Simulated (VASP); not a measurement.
The system is KAlPb3.

```
K Al Pb
1.0
     5.15153    0.00000    0.00000
     0.00000    5.15153    0.00000
     0.00000    0.00000    5.15153
K Al Pb
1 1 3
Direct
  0.50000 0.50000 0.50000
  0.00000 0.00000 0.00000
  0.00000 0.50000 0.50000
  0.50000 0.00000 0.50000
  0.50000 0.50000 0.00000
```

| Property | Result |
| --- | --- |
| Program | VASP 6.6.1 |
| Task | relaxation of cell and atoms |
| Functional | PBE |
| Potentials or basis | VASP PAW PBE potentials, release 64 (K_sv, Al, Pb_d) |
| Cutoff | 500 eV |
| k mesh | 4 × 4 × 4 |
| Occupations | gaussian, width 0.1 eV |
| Spin | no spin polarisation |

At the start: pressure 18.3 GPa; volume 27.34 Å³/atom.

Problem. Where does the relaxation end?

Solution. Over 4 steps the energy falls by 577.4 meV/atom and the volume is 42.37 Å³/atom (+54.9 %); space group Pm-3m (No. 221, to 0.1 Å) before and after.

The path:
```tsv
step	energy change (eV)	largest force (eV/Å)	pressure (GPa)	volume (Å³)
1	0.0000	0.0000	18.28	136.71
2	-2.8840	0.0000	0.29	208.20
3	-2.8852	0.0000	-0.22	214.64
4	-2.8871	0.0000	-0.01	211.83
```

Final structure:
```
CELL_PARAMETERS angstrom
5.96112 0.00000 0.00000
0.00000 5.96112 0.00000
0.00000 0.00000 5.96112
ATOMIC_POSITIONS crystal
K 0.50000 0.50000 0.50000
Al 0.00000 0.00000 0.00000
Pb 0.00000 0.50000 0.50000
Pb 0.50000 0.00000 0.50000
Pb 0.50000 0.50000 0.00000
```

Caveat: the volume moved by over 15 % at a fixed basis, so the end points are rough.
